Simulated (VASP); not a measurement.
CoBi (rocksalt type), 2 atoms in the cell. Symmetry: Fm-3m, No. 225, cubic system. Conventional cell: a = 5.401 Å, b = 5.401 Å, c = 5.401 Å, α = 90.00°, β = 90.00°, γ = 90.00°. Within 3.6 Å of Co (site symmetry m-3m) lie 6 Bi at 2.70 Å. Within 3.6 Å of Bi (site symmetry m-3m) lie 6 Co at 2.70 Å. 

```yaml
Program: VASP 6.6.1
Task: electric field gradients
Functional: PBE
Potentials_or_basis: VASP PAW PBE potentials, release 64 (Co, Bi_d)
Cutoff: 520 eV
k_mesh: 13 × 13 × 13
Occupations: fermi-dirac, width 0.05 eV
Spin: collinear spin, ferromagnetic start
Starting_moments: "[2.0, 0.0] μB"
Dipole_correction: no
Further_INCAR_settings: ALGO = Normal; EDIFF = 1e-08; NBANDS = 23
```

Potentials or basis: VASP PAW PBE potentials, release 64 (Co, Bi_d).

The run is started by

```sh
$ cat potpaw_PBE.64/Co/POTCAR potpaw_PBE.64/Bi_d/POTCAR > POTCAR
$ mpirun -np 1 vasp_std > vasp.out
```

Hardware: 1 thread of Intel(R) Xeon(R) Platinum 8488C (Sapphire Rapids) (shared host).

Q: Estimate the wall time of this run.

A: Run time: 98 s on 1 thread of Intel(R) Xeon(R) Platinum 8488C (Sapphire Rapids), on a shared host, peak memory 0.25 GiB. Counts: scf iterations 18, k points 84.
